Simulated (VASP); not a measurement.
# Ca (I4/mmm) in VASP: notebook, part 2 of 2

VASP 6.6.1. The steps go on from the part before.

### Step 4. Single point, LDA (strain -0.0100 x Voigt [1, 0, 0, 0, 0, 0])

Contents of INCAR:

```
PREC = Accurate
ENCUT = 520
EDIFF = 1E-7
ISMEAR = 0
SIGMA = 0.15
LREAL = F
LASPH = T
NELM = 80
ALGO = Fast
ISIF = 2
LWAVE = F
LCHARG = F
NBANDS = 11
```

Contents of KPOINTS:

```
Automatic mesh
0
Gamma
  14 14 14
```

Contents of POSCAR:

```
Ca
1.0
    0.0000000000      2.7942000000      2.7942000000
    2.7662580000      0.0000000000      2.7942000000
    2.7662580000      2.7942000000      0.0000000000
Ca
1
Direct
    0.0000000000      0.0000000000      0.0000000000
```

Potentials or basis: VASP PAW LDA potentials, release 64 (Ca_sv).

Started as:

```
$ cat potpaw_LDA.64/Ca_sv/POTCAR > POTCAR
$ mpirun -np 1 vasp_std > vasp.out
```

OUTCAR:

```text
PREC = Accurate
   ENCUT = 520
   EDIFF = 1E-7
   ISMEAR = 0
   LREAL = F
   LASPH = T
   NELM = 80
   ISIF = 2

 ion  position               nearest neighbor table
   1  0.000  0.000  0.000-

  LATTYP: Found a body centered tetragonal cell.
 ALAT       =     3.9515955360
 C/A-ratio  =     1.4000714267

  Lattice vectors:

 A1 = (  -2.7662580000,   0.0000000000,  -2.7942000000)
 A2 = (  -2.7662580000,   0.0000000000,   2.7942000000)
 A3 = (   2.7662580000,   2.7942000000,   0.0000000000)

Analysis of symmetry for initial positions (statically):
=====================================================================
 Subroutine PRICEL returns:
 Original cell was already a primitive cell.

 Routine SETGRP: Setting up the symmetry group for a
 body centered tetragonal supercell.

 Subroutine GETGRP returns: Found 16 space group operations
 (whereof 16 operations were pure point group operations)
 out of a pool of 16 trial point group operations.

The static configuration has the point symmetry D_4h.

Analysis of symmetry for dynamics (positions and initial velocities):
=====================================================================
 Subroutine PRICEL returns:
 Original cell was already a primitive cell.

 Routine SETGRP: Setting up the symmetry group for a
 body centered tetragonal supercell.

 Subroutine GETGRP returns: Found 16 space group operations
 (whereof 16 operations were pure point group operations)
 out of a pool of 16 trial point group operations.

The dynamic configuration has the point symmetry D_4h.

 Subroutine INISYM returns: Found 16 space group operations
 (whereof 16 operations are pure point group operations),
 and found     1 'primitive' translations

----------------------------------------------------------------------------------------

                                     Primitive cell

  volume of cell :      43.1954

  direct lattice vectors                    reciprocal lattice vectors
     0.000000000  2.794200000  2.794200000    -0.180749590  0.178942094  0.178942094
     2.766258000  0.000000000  2.794200000     0.180749590 -0.178942094  0.178942094
     2.766258000  2.794200000  0.000000000     0.180749590  0.178942094 -0.178942094

  length of vectors
     3.951595536  3.931887201  3.931887201     0.310983859  0.310983859  0.310983859

  position of ions in fractional coordinates (direct lattice)
     0.000000000  0.000000000  0.000000000

  ion indices of the primitive-cell ions
   primitive index   ion index
                 1           1

----------------------------------------------------------------------------------------

 KPOINTS: Automatic mesh

Automatic generation of k-mesh.
 Grid dimensions read from file:
 generate k-points for:   14   14   14

 Generating k-lattice:

  Cartesian coordinates                     Fractional coordinates (reciprocal lattice)
    -0.012910685  0.012781578  0.012781578     0.071428571  0.000000000  0.000000000
     0.012910685 -0.012781578  0.012781578     0.000000000  0.071428571  0.000000000
     0.012910685  0.012781578 -0.012781578     0.000000000  0.000000000  0.071428571

  Length of vectors
     0.022213133  0.022213133  0.022213133

  Shift w.r.t. Gamma in fractional coordinates (k-lattice)
     0.000000000  0.000000000  0.000000000

 Subroutine IBZKPT returns following result:
 ===========================================

 Found    244 irreducible k-points:

 Following reciprocal coordinates:
            Coordinates               Weight
  0.000000  0.000000  0.000000      1.000000
  0.071429  0.000000  0.000000      8.000000
  0.142857  0.000000  0.000000      8.000000
  0.214286 -0.000000 -0.000000      8.000000
  0.285714  0.000000  0.000000      8.000000
  0.357143 -0.000000 -0.000000      8.000000
[... 16 lines left out ...]
  0.214286  0.142857  0.000000     16.000000
  0.285714  0.142857  0.000000     16.000000
 [... further k-points ...]
   k-points           NKPTS =    244   k-points in BZ     NKDIM =    244   number of bands    NBANDS=     11
   number of dos      NEDOS =    301   number of ions     NIONS =      1
   total plane-waves  NPLWV =  27000
   dimension x,y,z NGX =    30 NGY =   30 NGZ =   30
   dimension x,y,z NGXF=    60 NGYF=   60 NGZF=   60
   ions per type =               1
   NGX,Y,Z   is equivalent  to a cutoff of  12.62, 12.68, 12.68 a.u.
   NGXF,Y,Z  is equivalent  to a cutoff of  25.24, 25.37, 25.37 a.u.
 SYSTEM =  unknown system
   PREC   = accura    normal or accurate (medium, high low for compatibility)
   ISTART =      0    job   : 0-new  1-cont  2-samecut
   ICHARG =      2    charge: 1-file 2-atom 10-const
   ISPIN  =      1    spin polarized calculation?
   LNONCOLLINEAR =      F non collinear calculations
   LSORBIT =      F    spin-orbit coupling
   LASPH  =      T    aspherical Exc in radial PAW
   ENCUT  =  520.0 eV  38.22 Ry    6.18 a.u.   7.35  7.31  7.31*2*pi/ulx,y,z
   NELM   =     80;   NELMIN=  2; NELMDL= -5     # of ELM steps
   EDIFF  = 0.1E-06   stopping-criterion for ELM
   LREAL  =      F    real-space projection
   EDIFFG = 0.1E-05   stopping-criterion for IOM
   NSW    =      0    number of steps for IOM
   IBRION =     -1    ionic relax: 0-MD 1-quasi-New 2-CG
   NFREE  =      0    steps in history (QN), initial steepest desc. (CG)
   ISIF   =      2    stress and relaxation
   ISYM   =      2    0-nonsym 1-usesym 2-fastsym
   POTIM  = 0.5000    time-step for ionic-motion
   TEBEG  =    0.0;   TEEND  =   0.0 temperature during run
   PSTRESS=    0.0 pullay stress
   NELECT =      10.0000    total number of electrons
   NUPDOWN=      -1.0000    fix difference up-down
   EMIN   =  10.00;   EMAX   =-10.00  energy-range for DOS
   EFERMI =   0.00;   METHOD = LEGACY
   ISMEAR =     0;   SIGMA  =   0.15  broadening in eV -4-tet -1-fermi 0-gaus
   EFERMI_NEDOS =   21; number of points for ismear=-14 and -15
   IALGO  =     68    algorithm
   IMIX   =      4    mixing-type and parameters
     AMIX     =   0.40;   BMIX     =  1.00
     AMIX_MAG =   1.60;   BMIX_MAG =  1.00
  volume/ion in A,a.u.               =      43.20       291.50
  Fermi-wavevector in a.u.,A,eV,Ry     =   1.005223  1.899595 13.748315  1.010473
  Thomas-Fermi vector in A             =   2.137888
   LORBIT       =      0    0 simple, 1 ext, 2 COOP (PROOUT), +10 PAW based schemes
   GGA     = CA    functional components
   LHFCALC =     F    Hartree Fock is set to
   AEXX    =    0.0000 exact exchange contribution
   IVDW    =     0    specifies the selected vdW correction
   LEPSILON=     F    determine dielectric tensor
   LRPA    =     F    only Hartree local field effects (RPA)
 non-spin polarized calculation
 RMM-DIIS sequential band-by-band and
 Gauss-broadening in eV      SIGMA  =   0.15
  energy-cutoff  :      520.00
  volume of cell :       43.20
 maximum number of plane-waves:      1195
 NGX is ok and might be reduce to    30
   NGX = 15   NGY = 15   NGZ = 15

 number of electron      10.0000000 magnetization

 number of electron       9.9999998 magnetization

 Free energy of the ion-electron system (eV)
  ---------------------------------------------------
  ext. energy  EPLUGINS =         0.00000000
  ---------------------------------------------------
  free energy    TOTEN  =        -2.17892362 eV

  energy without entropy =       -2.16358310  energy(sigma->0) =       -2.17125336

 E-fermi :   1.6951     XC(G=0):  -7.8892

 val. band max:        1.6935442685   @ k =  -0.4286   0.2143   0.0714
 cond. band min:       1.7062169406   @ k =  -0.2857   0.3571   0.3571
 fundamental gap:      0.0126726721
 Fermi energy:         1.6951423303

 k-point     1 :       0.0000    0.0000    0.0000
  band No.  band energies     occupation
      1     -39.9284      2.00000
      2     -21.1404      2.00000
      3     -21.1404      2.00000
      4     -21.1395      2.00000
      5      -2.2856      2.00000
      6       3.8568      0.00000
      7       3.8568      0.00000
      8       3.9011      0.00000
      9       4.8762      0.00000
     10       4.9328      0.00000
     11      10.8030      0.00000
[... 309 lines left out ...]
 k-point    24 :       0.2857    0.1429    0.0000
  band No.  band energies     occupation
      1     -39.9207      2.00000
      2     -21.2058      2.00000
      3     -21.1581      2.00000
      4     -21.1570      2.00000
      5      -1.0941      2.00000
      6       2.9721      0.00000
      7       3.8472      0.00000
      8       4.1943      0.00000
      9       4.6030      0.00000
     10       5.2034      0.00000
     11       9.2069      0.00000

 [... further k-points ...]
[... 5 lines left out ...]
  --------------------------------------------------------------------------------------
  -------------------------------------------------------------------------------------
  Total       -0.5269354     -0.5462289     -0.5462289      0.0000000      0.0000000     -0.0000000
  in kB      -19.5447589    -20.2603799    -20.2603799      0.0000000      0.0000000     -0.0000000
  external PRESSURE =     -20.0218396 kB  Pullay stress =       0.0000000 kB

 VOLUME and BASIS-vectors are now :
 -----------------------------------------------------------------------------
  energy-cutoff  :      520.00
  volume of cell :       43.20
      direct lattice vectors                 reciprocal lattice vectors
     0.000000000  2.794200000  2.794200000    -0.180749590  0.178942094  0.178942094
     2.766258000  0.000000000  2.794200000     0.180749590 -0.178942094  0.178942094
     2.766258000  2.794200000  0.000000000     0.180749590  0.178942094 -0.178942094

 POSITION                                       TOTAL-FORCE (eV/Angst)
 -----------------------------------------------------------------------------------
      0.00000      0.00000      0.00000         0.000000      0.000000     -0.000000
 -----------------------------------------------------------------------------------
    total drift:                               -0.000000     -0.000000      0.000000

  FREE ENERGIE OF THE ION-ELECTRON SYSTEM (eV)
  ---------------------------------------------------
  free  energy   TOTEN  =        -2.1789236245 eV

  energy  without entropy=       -2.1635830987  energy(sigma->0) =       -2.17125336
```

stdout:

```text
POSCAR found type information on POSCAR Ca
 POSCAR found :  1 types and       1 ions
 scaLAPACK will be used
 LDA part: xc-table for (Slater(with rela. corr.)+CA(PZ))
 , standard interpolation
 POSCAR, INCAR and KPOINTS ok, starting setup
 FFT: planning ... GRIDC
 FFT: planning ... GRID_SOFT
 FFT: planning ... GRID
 WAVECAR not read
 entering main loop
WARNING in EDDRMM: call to ZHEGV failed, returncode =   8  4      5
WARNING in EDDRMM: call to ZHEGV failed, returncode =   6  3      5
WARNING in EDDRMM: call to ZHEGV failed, returncode =   6  3      8
WARNING in EDDRMM: call to ZHEGV failed, returncode =   6  3      6
WARNING in EDDRMM: call to ZHEGV failed, returncode =   8  4      8
WARNING in EDDRMM: call to ZHEGV failed, returncode =   8  4      5
WARNING in EDDRMM: call to ZHEGV failed, returncode =   6  3      8
WARNING in EDDRMM: call to ZHEGV failed, returncode =   6  3      5
WARNING in EDDRMM: call to ZHEGV failed, returncode =   8  4      8
WARNING in EDDRMM: call to ZHEGV failed, returncode =   6  3      5
WARNING in EDDRMM: call to ZHEGV failed, returncode =   6  3      5
WARNING in EDDRMM: call to ZHEGV failed, returncode =   8  4     10
WARNING in EDDRMM: call to ZHEGV failed, returncode =   6  3      8
WARNING in EDDRMM: call to ZHEGV failed, returncode =   6  3     10
```

It took 4.1 min on 1 thread of Intel Xeon 8259CL, shared host; peak memory 0.23 GiB.

What came out:

```
Free energy            : -2.1789 eV
Pressure               : -2.0 GPa
Band gap on the k mesh : zero (bands 5 and 6 overlap by 0.27 eV)
```

Caveat: the cell differs from its parent crystal (strain -0.0100 x Voigt [1, 0, 0, 0, 0, 0]).

### Step 5. Single point, LDA (strain +0.0100 x Voigt [1, 0, 0, 0, 0, 0])

Contents of INCAR:

```
SYSTEM = Ca
PREC = Accurate
ENCUT = 520
EDIFF = 1E-7
ISMEAR = 0
SIGMA = 0.15
LREAL = .FALSE.
LASPH = .TRUE.
NELM = 60
ALGO = Normal
ISIF = 2
LWAVE = .FALSE.
LCHARG = .TRUE.
GGA = CA
LELF = .TRUE.
LVHAR = .TRUE.
NBANDS = 11
```

Contents of KPOINTS:

```
Automatic mesh
0
G
  14 14 14
  0 0 0
```

Contents of POSCAR:

```
Ca
1.0
    0.0000000000      2.7942000000      2.7942000000
    2.8221420000      0.0000000000      2.7942000000
    2.8221420000      2.7942000000      0.0000000000
Ca
1
Direct
    0.0000000000      0.0000000000      0.0000000000
```

Started as:

```
$ cat potpaw_LDA.64/Ca_sv/POTCAR > POTCAR
$ mpirun -np 1 vasp_std > vasp.out
```

Run time: 3.1 min. Hardware: 1 thread of Intel Xeon 8259CL, shared host; peak memory 0.24 GiB.

It converged, with:

| Quantity | Value |
| --- | --- |
| Free energy | -2.1675 eV |
| Pressure | -2.2 GPa |
| Band gap on the k mesh | zero (bands 5 and 6 overlap by 0.29 eV) |

Stress tensor (GPa, compression positive):
```
-2.30  0.00  0.00
 0.00 -2.22  0.00
 0.00  0.00 -2.22
```

Levels at points of the mesh, in eV from the Fermi level:
| k point | band 1 | band 2 | band 3 | band 4 | band 5 | band 6 | band 7 | band 8 | band 9 | band 10 |
| --- | --- | --- | --- | --- | --- | --- | --- | --- | --- | --- |
| (0.00, 0.00, 0.00) | -41.67 | -22.88 | -22.88 | -22.88 | -3.94 | 2.12 | 2.16 | 2.16 | 3.13 | 3.19 |
| (0.50, 0.00, 0.00) | -41.66 | -23.01 | -22.90 | -22.90 | -1.02 | -0.13 | 2.03 | 2.08 | 3.80 | 3.82 |
| (0.50, 0.50, 0.00) | -41.65 | -23.00 | -22.93 | -22.93 | -0.44 | 0.51 | 0.96 | 3.80 | 3.96 | 4.00 |
| (0.00, 0.50, 0.50) | -41.65 | -23.00 | -22.93 | -22.93 | -0.47 | 0.53 | 0.87 | 3.81 | 3.98 | 3.98 |

Caveat: the cell differs from its parent crystal (strain +0.0100 x Voigt [1, 0, 0, 0, 0, 0]).

### Step 6. Single point, LDA (strain +0.0200 x Voigt [1, 0, 0, 0, 0, 0])

Contents of INCAR:

```
SYSTEM = Ca
ALGO = Fast ; EDIFF = 1E-6
ENCUT = 520 ; ISIF = 2
ISMEAR = 0 ; LASPH = .True.
LCHARG = .False. ; LREAL = .False.
LWAVE = .False. ; NBANDS = 11
NELM = 60 ; PREC = Accurate
SIGMA = 0.15
```

Contents of KPOINTS:

```
k-points
0
Gamma
  14 14 14
  0 0 0
```

Contents of POSCAR:

```
Ca
1.0
    0.0000000000      2.7942000000      2.7942000000
    2.8500840000      0.0000000000      2.7942000000
    2.8500840000      2.7942000000      0.0000000000
Ca
1
Direct
    0.0000000000      0.0000000000      0.0000000000
```

Potentials or basis: VASP PAW LDA potentials, release 64 (Ca_sv).

Started as:

```
$ cat potpaw_LDA.64/Ca_sv/POTCAR > POTCAR
$ mpirun -np 1 vasp_std > vasp.out
```

Wall time 3.5 min (1 thread of Intel Xeon 8259CL, shared host); peak memory 0.24 GiB.

It converged, with:

* Free energy: -2.1611 eV
* Pressure: -2.4 GPa
* Band gap on the k mesh: zero (bands 5 and 6 overlap by 0.31 eV)

Stress tensor (GPa, compression positive):
```
-2.46  0.00  0.00
 0.00 -2.30  0.00
 0.00  0.00 -2.30
```

Levels at points of the mesh, in eV from the Fermi level:
```csv
k point,band 1,band 2,band 3,band 4,band 5,band 6,band 7,band 8,band 9,band 10
"(0.00, 0.00, 0.00)",-41.69,-22.91,-22.91,-22.91,-3.93,2.08,2.17,2.17,3.08,3.19
"(0.50, 0.00, 0.00)",-41.68,-23.03,-22.93,-22.92,-1.02,-0.14,1.99,2.09,3.75,3.79
"(0.50, 0.50, 0.00)",-41.68,-23.02,-22.96,-22.95,-0.42,0.51,0.97,3.76,3.91,3.98
"(0.00, 0.50, 0.50)",-41.68,-23.02,-22.95,-22.95,-0.49,0.54,0.79,3.78,3.94,3.94
```

Caveat: the cell differs from its parent crystal (strain +0.0200 x Voigt [1, 0, 0, 0, 0, 0]).

### Step 7. The runs side by side

| cell | gap on the mesh (eV) | pressure (GPa) |
| --- | --- | --- |
| a = 3.952, b = 3.893, c = 3.893 Å, angles 61.0, 59.5, 59.5°, 1 atom | none | -1.7 |
| a = 3.952, b = 3.912, c = 3.912 Å, angles 60.7, 59.7, 59.7°, 1 atom | none | -1.9 |
| a = 3.952, b = 3.932, c = 3.932 Å, angles 60.3, 59.8, 59.8°, 1 atom | none | -2.0 |
| a = 3.952, b = 3.971, c = 3.971 Å, angles 59.7, 60.2, 60.2°, 1 atom | none | -2.2 |
| a = 3.952, b = 3.991, c = 3.991 Å, angles 59.3, 60.3, 60.3°, 1 atom | none | -2.4 |

Alike in all rows: task single point; level LDA; potentials or basis VASP PAW LDA potentials, release 64 (Ca_sv); no spin polarisation; k mesh 14 × 14 × 14; cutoff (eV) 520; smearing gaussian 0.15 eV.

Absolute energies hang on the potentials; compare differences alone.

The gap in the log of VASP goes by the Fermi energy; the results here count the filled bands.